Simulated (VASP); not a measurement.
The system is Be4Se.

```
Be Se
1.0
     2.74796   -3.33714    0.00000
     2.74796    3.33714    0.00000
     0.00000    0.00000    3.43147
Be Se
4 1
Direct
  0.67722 0.67722 0.50000
  0.32278 0.32278 0.50000
  0.65871 0.34129 0.00000
  0.34129 0.65871 0.00000
  0.00000 0.00000 0.00000
```

```yaml
Program: VASP 6.6.1
Task: relaxation of cell and atoms
Functional: PBE
Potentials_or_basis: VASP PAW PBE potentials, release 64 (Be, Se)
Cutoff: 600 eV
k_mesh: 10 × 10 × 12
Occupations: gaussian, width 0.1 eV
Spin: no spin polarisation
```

At the start: pressure -0.4 GPa; volume 12.59 Å³/atom.

Problem. How do energy, volume and symmetry change on relaxing?

Solution. Over 7 steps the energy falls by 3.5 meV/atom and the volume is 12.45 Å³/atom (-1.1 %); space group Cmmm (No. 65, to 0.05 Å).

The path:
```tsv
step	energy change (eV)	largest force (eV/Å)	pressure (GPa)	volume (Å³)
1	0.0000	0.0659	-0.39	62.94
2	-0.0111	0.0707	-0.21	62.65
3	-0.0153	0.0804	-0.01	62.38
4	-0.0154	0.0866	0.02	62.35
5	-0.0168	0.0524	-0.02	62.32
6	-0.0171	0.0460	-0.04	62.30
7	-0.0174	0.0063	0.04	62.26
```

Final structure:
```
Be Se
1.0
     2.67841   -3.36106    0.00000
     2.67841    3.36106    0.00000
     0.00000    0.00000    3.45788
Be Se
4 1
Cartesian
  3.6415 0.0000 1.7289
  1.7153 0.0000 1.7289
  2.6784 -1.0625 3.4579
  2.6784 1.0625 0.0000
  5.3568 0.0000 0.0000
```
